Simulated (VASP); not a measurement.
Here is a VASP 6.6.1 calculation.

INCAR

```
PREC = Accurate
ENCUT = 520
EDIFF = 1E-6
ISMEAR = -1
SIGMA = 0.02
LREAL = F
LASPH = T
NELM = 100
ALGO = Normal
ISIF = 2
LWAVE = F
LCHARG = F
GGA = PS
NBANDS = 51
```

The input KPOINTS:

```
regular mesh
0
Gamma
  7 7 1
```

Contents of POSCAR:

```
Ge
1.0
    4.0132604624      0.0000000000      0.0000000000
   -2.0066302312      3.4755855125      0.0000000000
    0.0000000000      0.0000000000     23.3728000000
Ge
6
Direct
    0.0000000000      0.0000000000      0.3409403013
    0.3333333333      0.6666666667      0.3744387908
    0.3333333333      0.6666666667      0.4827430397
    0.6666666667      0.3333333333      0.5172569354
    0.6666666667      0.3333333333      0.6255612092
    0.0000000000      0.0000000000      0.6590597220
```

Potentials or basis: VASP PAW PBE potentials, release 64 (Ge_d).

Command:

```console
$ cat potpaw_PBE.64/Ge_d/POTCAR > POTCAR
$ mpirun -np 1 vasp_std > vasp.out
```

Q: Estimate the largest force.

A: 0.011 eV/Å.

Q: Predict the band gap on the k mesh.

A: Zero (bands 42 and 43 overlap by 0.09 eV).

Forces on the atoms (eV/Å):
```
Ge   0.000  0.000  0.007
Ge   0.000  0.000 -0.011
Ge   0.000  0.000 -0.005
Ge   0.000  0.000  0.005
Ge   0.000  0.000  0.011
Ge   0.000  0.000 -0.007
```

Caveat: there is no dipole correction, which matters where the two faces differ; the PAW data sets were made with another functional, which shifts forces and pressure a little.
